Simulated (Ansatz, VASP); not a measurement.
## One calculation of PbO2, two programs

```xyz
3
Lattice="0.0000 2.6468 2.6468 2.6468 0.0000 2.6468 2.6468 2.6468 0.0000" Properties=species:S:1:pos:R:3 pbc="T T T"
Pb    0.0000    0.0000    0.0000
O     3.9703    3.9703    3.9703
O     1.3234    1.3234    1.3234
```

Alike in both runs: task single point; functional LDA; k mesh 9 × 9 × 9; occupations fermi-dirac, width 0.05 eV; no spin polarisation.

|  | VASP | Ansatz |
| --- | --- | --- |
| version | VASP 6.6.1 | Ansatz 0.2.0 |
| potentials or method | VASP PAW LDA potentials, release 64 (Pb_d, O) | Ansatz PAW |
| plane-wave cutoff (eV) | 520 | 420 |
| valence electrons in the cell | 26 | 26 |

VASP gave:

* gap on the k mesh at the Fermi level (eV): none
* pressure (GPa): -1.0

Which values does Ansatz return?

gap on the k mesh at the Fermi level (eV): none; pressure (GPa): -1.4.

LDA's correlation is that of Perdew and Zunger in VASP and of Perdew and Wang (1992) in Ansatz. A gap of «none» marks a metal or a gap that the smearing closes.

Neither program's run includes spin-orbit coupling.
